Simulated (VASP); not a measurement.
# Pd3Cl (Pm-3m) in VASP: further runs

Pd3Cl is run at these levels: PBE; tasks: single point, relaxation of cell and atoms.

Program: VASP 6.6.1. These are calculated values, not measurements. Logs are shortened: lines on timing, memory, paths and dates and some standing lists are left out, and cuts for length are marked.

## 1. The cell of the first run

It takes space group Pm-3m (No. 221, cubic). Conventional cell: a = 4.063 Å, b = 4.063 Å, c = 4.063 Å, α = 90.00°, β = 90.00°, γ = 90.00°. Within 3.8 Å of Pd (site symmetry 4/mmm) lie 8 Pd at 2.87 Å and 4 Cl at 2.87 Å. Cl (site symmetry m-3m) has 12 Pd at 2.87 Å within 3.8 Å.

## 2. Single point, PBE

INCAR

```
PREC     = Accurate       # precision mode
ENCUT    = 520            # plane-wave cutoff, eV
EDIFF    = 1E-7           # SCF threshold, eV
ISMEAR   = 0              # smearing method
SIGMA    = 0.1            # smearing width, eV
LREAL    = F              # projectors in reciprocal space
LASPH    = T              # aspherical terms in the spheres
NELM     = 60             # most SCF steps
ALGO     = Normal         # electronic algorithm
ISIF     = 2              # what is computed and relaxed
LWAVE    = F              # write WAVECAR
LCHARG   = F              # write CHGCAR
GGA      = PE             # functional
NBANDS   = 26             # bands
```

KPOINTS

```
regular mesh
0
Gamma
  4 4 4
```

POSCAR

```
Pd3Cl
1.0
    4.0633098240      0.0000000000      0.0000000000
    0.0000000000      4.0633098240      0.0000000000
    0.0000000000      0.0000000000      4.0633098240
Pd Cl
3 1
Direct
    0.0000000000      0.5000000000      0.5000000000
    0.5000000000      0.0000000000      0.5000000000
    0.5000000000      0.5000000000      0.0000000000
    0.0000000000      0.0000000000      0.0000000000
```

Potentials or basis: VASP PAW PBE potentials, release 64 (Pd, Cl).

Launch:

```
cat potpaw_PBE.64/Pd/POTCAR potpaw_PBE.64/Cl/POTCAR > POTCAR
mpirun -np 1 vasp_std > vasp.out
```

OUTCAR:

```text
PREC = Accurate
   ENCUT = 520
   EDIFF = 1E-7
   ISMEAR = 0
   LREAL = F
   LASPH = T
   NELM = 60
   ISIF = 2
   GGA = PE

 ion  position               nearest neighbor table
   1  0.000  0.500  0.500-   2 2.87   3 2.87   4 2.87   3 2.87   4 2.87   2 2.87   4 2.87   4 2.87
                             2 2.87   3 2.87   3 2.87   2 2.87
   2  0.500  0.000  0.500-   1 2.87   3 2.87   4 2.87   3 2.87   4 2.87   1 2.87   3 2.87   3 2.87
                             1 2.87   4 2.87   4 2.87   1 2.87
   3  0.500  0.500  0.000-   1 2.87   2 2.87   4 2.87   1 2.87   2 2.87   2 2.87   4 2.87   2 2.87
                             1 2.87   4 2.87   1 2.87   4 2.87
   4  0.000  0.000  0.000-   1 2.87   2 2.87   3 2.87   1 2.87   2 2.87   1 2.87   3 2.87   1 2.87
                             2 2.87   3 2.87   2 2.87   3 2.87

  LATTYP: Found a simple cubic cell.
 ALAT       =     4.0633098240

  Lattice vectors:

 A1 = (   4.0633098240,   0.0000000000,   0.0000000000)
 A2 = (   0.0000000000,   4.0633098240,   0.0000000000)
 A3 = (   0.0000000000,   0.0000000000,   4.0633098240)

Analysis of symmetry for initial positions (statically):
=====================================================================
 Subroutine PRICEL returns:
 Original cell was already a primitive cell.

 Routine SETGRP: Setting up the symmetry group for a
 simple cubic supercell.

 Subroutine GETGRP returns: Found 48 space group operations
 (whereof 48 operations were pure point group operations)
 out of a pool of 48 trial point group operations.

The static configuration has the point symmetry O_h .

Analysis of symmetry for dynamics (positions and initial velocities):
=====================================================================
 Subroutine PRICEL returns:
 Original cell was already a primitive cell.

 Routine SETGRP: Setting up the symmetry group for a
 simple cubic supercell.

 Subroutine GETGRP returns: Found 48 space group operations
 (whereof 48 operations were pure point group operations)
 out of a pool of 48 trial point group operations.

The dynamic configuration has the point symmetry O_h .

 Subroutine INISYM returns: Found 48 space group operations
 (whereof 48 operations are pure point group operations),
 and found     1 'primitive' translations

----------------------------------------------------------------------------------------

                                     Primitive cell

  volume of cell :      67.0872

  direct lattice vectors                    reciprocal lattice vectors
     4.063309824  0.000000000  0.000000000     0.246104787  0.000000000  0.000000000
     0.000000000  4.063309824  0.000000000     0.000000000  0.246104787  0.000000000
     0.000000000  0.000000000  4.063309824     0.000000000  0.000000000  0.246104787

  length of vectors
     4.063309824  4.063309824  4.063309824     0.246104787  0.246104787  0.246104787

  position of ions in fractional coordinates (direct lattice)
     0.000000000  0.500000000  0.500000000
     0.500000000  0.000000000  0.500000000
     0.500000000  0.500000000  0.000000000
     0.000000000  0.000000000  0.000000000

  ion indices of the primitive-cell ions
   primitive index   ion index
                 1           1
                 2           2
                 3           3
                 4           4

----------------------------------------------------------------------------------------

 KPOINTS: regular mesh

Automatic generation of k-mesh.
 Grid dimensions read from file:
 generate k-points for:    4    4    4

 Generating k-lattice:

  Cartesian coordinates                     Fractional coordinates (reciprocal lattice)
     0.061526197  0.000000000  0.000000000     0.250000000  0.000000000  0.000000000
     0.000000000  0.061526197  0.000000000     0.000000000  0.250000000  0.000000000
     0.000000000  0.000000000  0.061526197     0.000000000  0.000000000  0.250000000

  Length of vectors
     0.061526197  0.061526197  0.061526197

  Shift w.r.t. Gamma in fractional coordinates (k-lattice)
     0.000000000  0.000000000  0.000000000

 Subroutine IBZKPT returns following result:
 ===========================================

 Found     10 irreducible k-points:

 Following reciprocal coordinates:
            Coordinates               Weight
  0.000000  0.000000  0.000000      1.000000
  0.250000  0.000000  0.000000      6.000000
  0.500000  0.000000  0.000000      3.000000
  0.250000  0.250000  0.000000     12.000000
  0.500000  0.250000  0.000000     12.000000
  0.500000  0.500000  0.000000      3.000000
  0.250000  0.250000  0.250000      8.000000
  0.500000  0.250000  0.250000     12.000000
  0.500000  0.500000  0.250000      6.000000
  0.500000  0.500000  0.500000      1.000000
   k-points           NKPTS =     10   k-points in BZ     NKDIM =     10   number of bands    NBANDS=     26
   number of dos      NEDOS =    301   number of ions     NIONS =      4
   total plane-waves  NPLWV =  27000
   dimension x,y,z NGX =    30 NGY =   30 NGZ =   30
   dimension x,y,z NGXF=    60 NGYF=   60 NGZF=   60
   ions per type =               3   1
   NGX,Y,Z   is equivalent  to a cutoff of  12.27, 12.27, 12.27 a.u.
   NGXF,Y,Z  is equivalent  to a cutoff of  24.55, 24.55, 24.55 a.u.
 SYSTEM =  unknown system
   PREC   = accura    normal or accurate (medium, high low for compatibility)
   ISTART =      0    job   : 0-new  1-cont  2-samecut
   ICHARG =      2    charge: 1-file 2-atom 10-const
   ISPIN  =      1    spin polarized calculation?
   LNONCOLLINEAR =      F non collinear calculations
   LSORBIT =      F    spin-orbit coupling
   LASPH  =      T    aspherical Exc in radial PAW
   ENCUT  =  520.0 eV  38.22 Ry    6.18 a.u.   7.56  7.56  7.56*2*pi/ulx,y,z
   NELM   =     60;   NELMIN=  2; NELMDL= -5     # of ELM steps
   EDIFF  = 0.1E-06   stopping-criterion for ELM
   LREAL  =      F    real-space projection
   EDIFFG = 0.1E-05   stopping-criterion for IOM
   NSW    =      0    number of steps for IOM
   IBRION =     -1    ionic relax: 0-MD 1-quasi-New 2-CG
   NFREE  =      0    steps in history (QN), initial steepest desc. (CG)
   ISIF   =      2    stress and relaxation
   ISYM   =      2    0-nonsym 1-usesym 2-fastsym
   POTIM  = 0.5000    time-step for ionic-motion
   TEBEG  =    0.0;   TEEND  =   0.0 temperature during run
   PSTRESS=    0.0 pullay stress
   NELECT =      37.0000    total number of electrons
   NUPDOWN=      -1.0000    fix difference up-down
   EMIN   =  10.00;   EMAX   =-10.00  energy-range for DOS
   EFERMI =   0.00;   METHOD = LEGACY
   ISMEAR =     0;   SIGMA  =   0.10  broadening in eV -4-tet -1-fermi 0-gaus
   EFERMI_NEDOS =   21; number of points for ismear=-14 and -15
   IALGO  =     38    algorithm
   IMIX   =      4    mixing-type and parameters
     AMIX     =   0.40;   BMIX     =  1.00
     AMIX_MAG =   1.60;   BMIX_MAG =  1.00
  volume/ion in A,a.u.               =      16.77       113.18
  Fermi-wavevector in a.u.,A,eV,Ry     =   1.342545  2.537042 24.523503  1.802427
  Thomas-Fermi vector in A             =   2.470690
   LORBIT       =      0    0 simple, 1 ext, 2 COOP (PROOUT), +10 PAW based schemes
   GGA     = PE    functional components
   LHFCALC =     F    Hartree Fock is set to
   AEXX    =    0.0000 exact exchange contribution
   IVDW    =     0    specifies the selected vdW correction
   LEPSILON=     F    determine dielectric tensor
   LRPA    =     F    only Hartree local field effects (RPA)
 non-spin polarized calculation
 Gauss-broadening in eV      SIGMA  =   0.10
  energy-cutoff  :      520.00
  volume of cell :       67.09
 maximum number of plane-waves:      1856
   NGX = 15   NGY = 15   NGZ = 15

 number of electron      37.0000002 magnetization

 Free energy of the ion-electron system (eV)
  ---------------------------------------------------
  ext. energy  EPLUGINS =         0.00000000
  ---------------------------------------------------
  free energy    TOTEN  =       -15.85171806 eV

  energy without entropy =      -15.80984891  energy(sigma->0) =      -15.83078349

 E-fermi :   7.5536     XC(G=0): -11.9381

 val. band max:        7.4960554920   @ k =   0.2500   0.2500   0.0000
 cond. band min:       7.5662506717   @ k =   0.5000   0.0000   0.0000
 fundamental gap:      0.0701951797
 Fermi energy:         7.5536040598

 k-point     1 :       0.0000    0.0000    0.0000
  band No.  band energies     occupation
      1      -8.8182      2.00000
      2       2.6746      2.00000
      3       3.2185      2.00000
      4       3.2185      2.00000
      5       3.2185      2.00000
      6       4.0470      2.00000
[... 18 lines left out ...]
     25      14.8347      0.00000
     26      20.3342      0.00000

 k-point     2 :       0.2500    0.0000    0.0000
  band No.  band energies     occupation
      1      -8.7278      2.00000
      2       1.7081      2.00000
      3       2.7523      2.00000
      4       2.7523      2.00000
      5       3.2708      2.00000
      6       4.1852      2.00000
[... 18 lines left out ...]
     25      17.1442      0.00000
     26      18.2571      0.00000

 k-point     3 :       0.5000    0.0000    0.0000
  band No.  band energies     occupation
      1      -8.6331      2.00000
      2       0.9475      2.00000
      3       2.4721      2.00000
      4       2.4721      2.00000
      5       3.8716      2.00000
      6       4.3550      2.00000
[... 18 lines left out ...]
     25      17.0695      0.00000
     26      19.2528      0.00000

 k-point     4 :       0.2500    0.2500    0.0000
  band No.  band energies     occupation
      1      -8.6587      2.00000
      2       1.6168      2.00000
      3       2.1403      2.00000
      4       2.5094      2.00000
      5       3.6850      2.00000
      6       4.5350      2.00000
[... 18 lines left out ...]
     25      17.1580      0.00000
     26      17.5208      0.00000

 k-point     5 :       0.5000    0.2500    0.0000
  band No.  band energies     occupation
      1      -8.5872      2.00000
      2       1.2422      2.00000
      3       1.9879      2.00000
      4       2.3169      2.00000
      5       4.2574      2.00000
      6       4.5668      2.00000
[... 18 lines left out ...]
     25      16.9804      0.00000
     26      18.6228      0.00000

 k-point     6 :       0.5000    0.5000    0.0000
  band No.  band energies     occupation
      1      -8.5403      2.00000
      2       1.5786      2.00000
      3       1.5786      2.00000
      4       2.1776      2.00000
      5       4.7934      2.00000
      6       4.7934      2.00000
[... 18 lines left out ...]
     25      15.7393      0.00000
     26      17.8521      0.00000

 k-point     7 :       0.2500    0.2500    0.2500
  band No.  band energies     occupation
      1      -8.6113      2.00000
      2       1.5149      2.00000
      3       2.2935      2.00000
      4       2.2935      2.00000
      5       3.9255      2.00000
      6       4.5712      2.00000
[... 18 lines left out ...]
     25      15.1280      0.00000
     26      17.9616      0.00000

 k-point     8 :       0.5000    0.2500    0.2500
  band No.  band energies     occupation
      1      -8.5630      2.00000
      2       1.5474      2.00000
      3       1.8733      2.00000
      4       2.4385      2.00000
      5       4.1839      2.00000
      6       4.7262      2.00000
[... 18 lines left out ...]
     25      14.8090      0.00000
     26      16.6873      0.00000

 k-point     9 :       0.5000    0.5000    0.2500
  band No.  band energies     occupation
      1      -8.5384      2.00000
      2       1.9314      2.00000
      3       1.9314      2.00000
      4       2.2989      2.00000
      5       4.1546      2.00000
      6       4.3891      2.00000
[... 18 lines left out ...]
     25      15.2293      0.00000
     26      15.2293      0.00000

 k-point    10 :       0.5000    0.5000    0.5000
  band No.  band energies     occupation
      1      -8.5367      2.00000
      2       2.4569      2.00000
      3       2.4569      2.00000
      4       2.4569      2.00000
      5       3.8301      2.00000
      6       3.8301      2.00000
[... 18 lines left out ...]
     25      14.5813      0.00000
     26      14.5813      0.00000

------------------------ aborting loop because EDIFF is reached ----------------------------------------

  FORCE on cell =-STRESS in cart. coord.  units (eV):
  Direction    XX          YY          ZZ          XY          YZ          ZX
  --------------------------------------------------------------------------------------
  -------------------------------------------------------------------------------------
  Total       -0.7815801     -0.7815801     -0.7815801      0.0000000      0.0000000      0.0000000
  in kB      -18.6656982    -18.6656982    -18.6656982      0.0000000      0.0000000      0.0000000
  external PRESSURE =     -18.6656982 kB  Pullay stress =       0.0000000 kB

 VOLUME and BASIS-vectors are now :
 -----------------------------------------------------------------------------
  energy-cutoff  :      520.00
  volume of cell :       67.09
      direct lattice vectors                 reciprocal lattice vectors
     4.063309824  0.000000000  0.000000000     0.246104787  0.000000000  0.000000000
     0.000000000  4.063309824  0.000000000     0.000000000  0.246104787  0.000000000
     0.000000000  0.000000000  4.063309824     0.000000000  0.000000000  0.246104787

 POSITION                                       TOTAL-FORCE (eV/Angst)
 -----------------------------------------------------------------------------------
      0.00000      2.03165      2.03165         0.000000      0.000000      0.000000
      2.03165      0.00000      2.03165         0.000000      0.000000      0.000000
      2.03165      2.03165      0.00000         0.000000      0.000000      0.000000
      0.00000      0.00000      0.00000         0.000000      0.000000      0.000000
 -----------------------------------------------------------------------------------
    total drift:                                0.000000      0.000000     -0.000000

  FREE ENERGIE OF THE ION-ELECTRON SYSTEM (eV)
  ---------------------------------------------------
  free  energy   TOTEN  =       -15.8517180637 eV

  energy  without entropy=      -15.8098489124  energy(sigma->0) =      -15.83078349
```

It took 15 s on 1 thread of Oxide Virtual Turin-like, shared host; peak memory 0.14 GiB.

Results:

| Quantity | Value |
| --- | --- |
| Free energy | -15.8517 eV |
| Pressure | -1.9 GPa |
| Band gap on the k mesh | zero (an odd number of electrons rules out a gap without spin polarisation) |

Caveat: the k points lie up to 0.39 Å⁻¹ apart, too coarse for converged energies and pressures of a metal; an odd number of electrons without spin polarisation forces a metal; a magnetic or distorted state may lie lower.

## 3. Single point, PBE

This run uses another cell than the first one, of 16.49 Å³/atom.

INCAR

```
SYSTEM = Pd3Cl
ALGO = Fast ; EDIFF = 1E-6
ENCUT = 520 ; GGA = PE
ISIF = 2 ; ISMEAR = 0
LASPH = .True. ; LCHARG = .False.
LREAL = .False. ; LWAVE = .False.
NBANDS = 26 ; NELM = 100
PREC = Accurate ; SIGMA = 0.1
```

KPOINTS

```
k-points
0
Gamma
  12 12 12
  0 0 0
```

POSCAR

```
Pd3Cl
1.0
    4.0404419554      0.0000000000      0.0000000000
    0.0000000000      4.0404419554      0.0000000000
    0.0000000000      0.0000000000      4.0404419554
Pd Cl
3 1
Direct
    0.0000000000      0.5000000000      0.5000000000
    0.5000000000      0.0000000000      0.5000000000
    0.5000000000      0.5000000000      0.0000000000
    0.0000000000      0.0000000000      0.0000000000
```

Potentials or basis: VASP PAW PBE potentials, release 64 (Pd, Cl).

Launch:

```
cat potpaw_PBE.64/Pd/POTCAR potpaw_PBE.64/Cl/POTCAR > POTCAR
mpirun -np 1 vasp_std > vasp.out
```

Wall time 1.9 min (1 thread of Oxide Virtual Turin-like, shared host); peak memory 0.21 GiB.

Results (log left out):

* Free energy: -15.8521 eV
* Pressure: -0.1 GPa
* Band gap on the k mesh: zero (an odd number of electrons rules out a gap without spin polarisation)

Levels at points of the mesh, in eV from the Fermi level:
```csv
k point,band 15,band 16,band 17,band 18,band 19,band 20,band 21,band 22,band 23,band 24
"(0.00, 0.00, 0.00)",-0.56,-0.56,0.11,0.34,0.34,0.34,6.28,6.28,6.28,7.30
"(0.50, 0.00, 0.00)",-0.96,-0.45,-0.24,-0.24,-0.06,0.34,2.12,6.13,6.13,7.19
"(0.50, 0.50, 0.00)",-0.98,-0.80,-0.55,-0.12,-0.12,0.17,3.30,4.91,4.91,8.15
"(0.50, 0.50, 0.50)",-0.93,-0.93,0.10,0.10,0.10,1.08,4.90,4.90,4.90,7.06
```

Caveat: an odd number of electrons without spin polarisation forces a metal; a magnetic or distorted state may lie lower.

(Part 1 of 2 ends here.)

The gap in the log of VASP goes by the Fermi energy; the results here count the filled bands.